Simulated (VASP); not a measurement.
# Cr (Im-3m) in VASP: single point with PBE

Aim: the single point of Cr with PBE.

Everything below comes from runs of VASP 6.6.1. Logs are shortened: lines on timing, memory, paths and dates and some standing lists are left out, and cuts for length are marked.

### 1 The cell of the first run

Symmetry: Im-3m, No. 229, cubic system. The conventional cell has a = 2.969 Å, b = 2.969 Å, c = 2.969 Å, α = 90.00°, β = 90.00°, γ = 90.00°. Cr (site symmetry m-3m) has 14 Cr at 2.57 to 2.97 Å within 3.4 Å.

### 2 Single point, PBE, non-collinear spin, typed start

The input, INCAR:

```
PREC = Accurate ; ENCUT = 520
EDIFF = 1E-6 ; ISMEAR = -1
SIGMA = 0.05 ; LREAL = False
LASPH = True ; NELM = 150
ALGO = Normal ; ISIF = 2
LWAVE = False ; LCHARG = False
LNONCOLLINEAR = True ; MAGMOM = 0 0 3 0 0 3
LORBIT = 11 ; LMAXMIX = 4
GGA = PE ; NBANDS = 36
```

The input, KPOINTS:

```
regular mesh
0
Gamma
  11 11 11
```

The input, POSCAR:

```
Cr
1.0
    2.9688993551      0.0000000000      0.0000000000
    0.0000000000      2.9688993551      0.0000000000
    0.0000000000      0.0000000000      2.9688993551
Cr
2
Direct
    0.0000000000      0.0000000000      0.0000000000
    0.5000000000      0.5000000000      0.5000000000
```

Potentials or basis: VASP PAW PBE potentials, release 64 (Cr_pv).

Started as:

```console
$ cat potpaw_PBE.64/Cr_pv/POTCAR > POTCAR
$ mpirun -np 1 vasp_ncl > vasp.out
```

OUTCAR:

```text
PREC = Accurate
   ENCUT = 520
   EDIFF = 1E-6
   ISMEAR = -1
   LREAL = False
   LASPH = True
   NELM = 150
   ISIF = 2
   LNONCOLLINEAR = True
   LORBIT = 11
   GGA = PE

 ion  position               nearest neighbor table
   1  0.000  0.000  0.000-   2 2.57   2 2.57   2 2.57   2 2.57   2 2.57   2 2.57   2 2.57   2 2.57

   2  0.500  0.500  0.500-   1 2.57   1 2.57   1 2.57   1 2.57   1 2.57   1 2.57   1 2.57   1 2.57

  LATTYP: Found a simple cubic cell.
 ALAT       =     2.9688993551

  Lattice vectors:

 A1 = (   2.9688993551,   0.0000000000,   0.0000000000)
 A2 = (   0.0000000000,   2.9688993551,   0.0000000000)
 A3 = (   0.0000000000,   0.0000000000,   2.9688993551)

Analysis of symmetry for initial positions (statically):
=====================================================================
 Subroutine PRICEL returns following result:

  LATTYP: Found a body centered cubic cell.
 ALAT       =     2.9688993551
[... 12 lines left out ...]
 Subroutine GETGRP returns: Found 48 space group operations
 (whereof 48 operations were pure point group operations)
 out of a pool of 48 trial point group operations.

The static configuration has the point symmetry O_h .

Analysis of symmetry for dynamics (positions and initial velocities):
=====================================================================
 Subroutine PRICEL returns following result:

  LATTYP: Found a body centered cubic cell.
 ALAT       =     2.9688993551
[... 12 lines left out ...]
 Subroutine GETGRP returns: Found 48 space group operations
 (whereof 48 operations were pure point group operations)
 out of a pool of 48 trial point group operations.

The dynamic configuration has the point symmetry O_h .

Analysis of structural, dynamic, and magnetic symmetry:
=====================================================================
 Subroutine PRICEL returns following result:

  LATTYP: Found a body centered cubic cell.
 ALAT       =     2.9688993551
[... 12 lines left out ...]
 Subroutine GETGRP returns: Found  8 space group operations
 (whereof  8 operations were pure point group operations)
 out of a pool of 48 trial point group operations.

The overall configuration has the point symmetry C_4h.

 Subroutine INISYM returns: Found  8 space group operations
 (whereof  8 operations are pure point group operations),
 and found     2 'primitive' translations

----------------------------------------------------------------------------------------

                                     Primitive cell

  volume of cell :      13.0845

  direct lattice vectors                    reciprocal lattice vectors
     1.484449678  1.484449678 -1.484449678     0.336825160  0.336825160  0.000000000
    -1.484449678  1.484449678  1.484449678    -0.000000000  0.336825160  0.336825160
     1.484449678 -1.484449678  1.484449678     0.336825160  0.000000000  0.336825160

  length of vectors
     2.571142263  2.571142263  2.571142263     0.476342709  0.476342709  0.476342709

  position of ions in fractional coordinates (direct lattice)
     0.000000000  0.000000000  0.000000000

  ion indices of the primitive-cell ions
   primitive index   ion index
                 1           1

----------------------------------------------------------------------------------------

 KPOINTS: regular mesh

Automatic generation of k-mesh.
 Grid dimensions read from file:
 generate k-points for:   11   11   11

 Generating k-lattice:

  Cartesian coordinates                     Fractional coordinates (reciprocal lattice)
     0.030620469  0.000000000  0.000000000     0.090909091  0.000000000  0.000000000
     0.000000000  0.030620469  0.000000000     0.000000000  0.090909091  0.000000000
     0.000000000  0.000000000  0.030620469     0.000000000  0.000000000  0.090909091

  Length of vectors
     0.030620469  0.030620469  0.030620469

  Shift w.r.t. Gamma in fractional coordinates (k-lattice)
     0.000000000  0.000000000  0.000000000

 Subroutine IBZKPT returns following result:
 ===========================================

 Found    186 irreducible k-points:

 Following reciprocal coordinates:
            Coordinates               Weight
  0.000000  0.000000  0.000000      1.000000
  0.090909  0.000000  0.000000      4.000000
  0.000000  0.000000  0.090909      2.000000
  0.181818  0.000000  0.000000      4.000000
  0.000000  0.000000  0.181818      2.000000
  0.272727  0.000000  0.000000      4.000000
[... 16 lines left out ...]
  0.000000  0.363636  0.090909      8.000000
  0.090909  0.000000  0.363636      8.000000
 [... further k-points ...]
   k-points           NKPTS =    186   k-points in BZ     NKDIM =    186   number of bands    NBANDS=     36
   number of dos      NEDOS =    301   number of ions     NIONS =      2
   total plane-waves  NPLWV =  13824
   dimension x,y,z NGX =    24 NGY =   24 NGZ =   24
   dimension x,y,z NGXF=    48 NGYF=   48 NGZF=   48
   ions per type =               2
   NGX,Y,Z   is equivalent  to a cutoff of  13.44, 13.44, 13.44 a.u.
   NGXF,Y,Z  is equivalent  to a cutoff of  26.88, 26.88, 26.88 a.u.
 SYSTEM =  unknown system
   PREC   = accura    normal or accurate (medium, high low for compatibility)
   ISTART =      0    job   : 0-new  1-cont  2-samecut
   ICHARG =      2    charge: 1-file 2-atom 10-const
   ISPIN  =      1    spin polarized calculation?
   LNONCOLLINEAR =      T non collinear calculations
   LSORBIT =      F    spin-orbit coupling
   LASPH  =      T    aspherical Exc in radial PAW
   ENCUT  =  520.0 eV  38.22 Ry    6.18 a.u.   5.52  5.52  5.52*2*pi/ulx,y,z
   NELM   =    150;   NELMIN=  2; NELMDL= -5     # of ELM steps
   EDIFF  = 0.1E-05   stopping-criterion for ELM
   LREAL  =      F    real-space projection
   EDIFFG = 0.1E-04   stopping-criterion for IOM
   NSW    =      0    number of steps for IOM
   IBRION =     -1    ionic relax: 0-MD 1-quasi-New 2-CG
   NFREE  =      0    steps in history (QN), initial steepest desc. (CG)
   ISIF   =      2    stress and relaxation
   ISYM   =      2    0-nonsym 1-usesym 2-fastsym
   POTIM  = 0.5000    time-step for ionic-motion
   TEBEG  =    0.0;   TEEND  =   0.0 temperature during run
   PSTRESS=    0.0 pullay stress
   NELECT =      24.0000    total number of electrons
   NUPDOWN=      -1.0000    fix difference up-down
   EMIN   =  10.00;   EMAX   =-10.00  energy-range for DOS
   EFERMI =   0.00;   METHOD = LEGACY
   ISMEAR =    -1;   SIGMA  =   0.05  broadening in eV -4-tet -1-fermi 0-gaus
   EFERMI_NEDOS =   21; number of points for ismear=-14 and -15
   IALGO  =     38    algorithm
   IMIX   =      4    mixing-type and parameters
     AMIX     =   0.40;   BMIX     =  1.00
     AMIX_MAG =   1.60;   BMIX_MAG =  1.00
  volume/ion in A,a.u.               =      13.08        88.30
  Fermi-wavevector in a.u.,A,eV,Ry     =   1.590559  3.005721 34.421077  2.529878
  Thomas-Fermi vector in A             =   2.689235
   LORBIT       =     11    0 simple, 1 ext, 2 COOP (PROOUT), +10 PAW based schemes
   GGA     = PE    functional components
   LHFCALC =     F    Hartree Fock is set to
   AEXX    =    0.0000 exact exchange contribution
   IVDW    =     0    specifies the selected vdW correction
   LEPSILON=     F    determine dielectric tensor
   LRPA    =     F    only Hartree local field effects (RPA)
  energy-cutoff  :      520.00
  volume of cell :       26.17
 maximum number of plane-waves:      1478
 NGX is ok and might be reduce to    24
   NGX = 11   NGY = 11   NGZ = 11

 number of electron      24.0000016 magnetization       0.0000000     -0.0000000     -0.0177389

 number of electron      24.0000016 magnetization      -0.0000000     -0.0000000     -0.0060026

 number of electron      24.0000016 magnetization       0.0000000      0.0000000      0.0002509

 number of electron      24.0000016 magnetization      -0.0000000      0.0000000      0.0000596

 Free energy of the ion-electron system (eV)
  ---------------------------------------------------
  ext. energy  EPLUGINS =         0.00000000
  ---------------------------------------------------
  free energy    TOTEN  =       -18.76859246 eV

  energy without entropy =      -18.75459050  energy(sigma->0) =      -18.76159148

 E-fermi :   9.2846     XC(G=0): -12.9648

 val. band max:        9.2621638312   @ k =   0.1818   0.1818   0.0909
 cond. band min:       9.2960189098   @ k =   0.3636   0.0000   0.0000
 fundamental gap:      0.0338550786
 Fermi energy:         9.2845520652

 k-point     1 :       0.0000    0.0000    0.0000
  band No.  band energies     occupation
      1     -34.0107      1.00000
      2     -34.0107      1.00000
      3     -34.0107      1.00000
      4     -34.0107      1.00000
      5     -34.0107      1.00000
      6     -34.0107      1.00000
[... 925 lines left out ...]
     35      12.9767      0.00000
     36      12.9768      0.00000

 [... further k-points ...]

------------------------ aborting loop because EDIFF is reached ----------------------------------------

  FORCE on cell =-STRESS in cart. coord.  units (eV):
  Direction    XX          YY          ZZ          XY          YZ          ZX
  --------------------------------------------------------------------------------------
  -------------------------------------------------------------------------------------
  Total       -4.0773263     -4.0773263     -4.0773365     -0.0000001      0.0000000      0.0000000
  in kB     -249.6316359   -249.6316359   -249.6322593     -0.0000032      0.0000000      0.0000000
  external PRESSURE =    -249.6318437 kB  Pullay stress =       0.0000000 kB

 VOLUME and BASIS-vectors are now :
 -----------------------------------------------------------------------------
  energy-cutoff  :      520.00
  volume of cell :       26.17
      direct lattice vectors                 reciprocal lattice vectors
     2.968899355  0.000000000  0.000000000     0.336825160  0.000000000  0.000000000
     0.000000000  2.968899355  0.000000000     0.000000000  0.336825160  0.000000000
     0.000000000  0.000000000  2.968899355     0.000000000  0.000000000  0.336825160

 POSITION                                       TOTAL-FORCE (eV/Angst)
 -----------------------------------------------------------------------------------
      0.00000      0.00000      0.00000        -0.000000      0.000000     -0.000000
      1.48445      1.48445      1.48445         0.000000     -0.000000      0.000000
 -----------------------------------------------------------------------------------
    total drift:                                0.000000     -0.000000     -0.000000

  FREE ENERGIE OF THE ION-ELECTRON SYSTEM (eV)
  ---------------------------------------------------
  free  energy   TOTEN  =       -18.7685924598 eV

  energy  without entropy=      -18.7545905043  energy(sigma->0) =      -18.76159148

 total charge

# of ion       s       p       d       tot
------------------------------------------
    1        0.397   6.330   4.087  10.814
    2        0.397   6.330   4.087  10.814
--------------------------------------------------
tot          0.794  12.660   8.174  21.628

 magnetization (x)

# of ion       s       p       d       tot
------------------------------------------
    1        0.000   0.000   0.000   0.000
    2        0.000   0.000  -0.000   0.000
--------------------------------------------------
tot          0.000   0.000  -0.000   0.000

 magnetization (y)

# of ion       s       p       d       tot
------------------------------------------
    1        0.000   0.000  -0.000   0.000
    2        0.000  -0.000   0.000   0.000
--------------------------------------------------
tot          0.000  -0.000  -0.000   0.000

 magnetization (z)

# of ion       s       p       d       tot
------------------------------------------
    1        0.000  -0.000   0.000   0.000
    2        0.000  -0.000   0.000   0.000
--------------------------------------------------
tot          0.000  -0.000   0.000   0.000
```

Run time: 2.8 min. Hardware: 1 thread of AMD EPYC 9R45 (Zen 5), shared host; peak memory 0.34 GiB.

Results:

- Free energy: -18.7686 eV
- Pressure: -25.0 GPa
- Band gap on the k mesh: zero (bands 24 and 25 overlap by 0.80 eV)
- Net moment: 0.00 μB per cell
- Valence electrons inside the program's atomic spheres: Cr 10.81

Moments on the atoms (μB; x, y, z):
```
Cr  0.00 0.00 0.00
Cr  0.00 0.00 0.00
```

Caveat: the cell stands under tension.

The gap in the log of VASP goes by the Fermi energy; the results here count the filled bands.